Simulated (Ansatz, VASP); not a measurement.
**One calculation of Bi3F, two programs**

```
Bi F
1.0
    -3.12452    3.12452    3.12452
     3.12452   -3.12452    3.12452
     3.12452    3.12452   -3.12452
Bi F
3 1
Direct
  0.00000 0.50000 0.50000
  0.50000 0.00000 0.50000
  0.50000 0.50000 0.00000
  0.00000 0.00000 0.00000
```

Alike in both runs: functional PBE; k mesh 4 × 4 × 4; occupations gaussian, width 0.1 eV; no spin polarisation.

Ansatz relaxed the structure, and its values are those at the end. VASP's run is a single point on that final structure, the one shown.

|  | VASP | Ansatz |
| --- | --- | --- |
| version | VASP 6.6.1 | Ansatz 0.2.0 |
| potentials or method | VASP PAW PBE potentials, release 64 (Bi_d, F), cutoff 520 eV | scalar-relativistic, plane waves, PAW |
| valence electrons in the cell | 52 | 52 |

Ansatz gave:

```
gap on the k mesh at the Fermi level (eV) : none
pressure (GPa)                            : 0.0
```

Problem. Which values does VASP return?

Solution. gap on the k mesh at the Fermi level (eV): none; pressure (GPa): -0.2.

A gap of «none» marks a metal or a gap that the smearing closes. The functional is the same, so the differences come from potentials, cutoffs and numerics.

Spin-orbit coupling is off throughout.
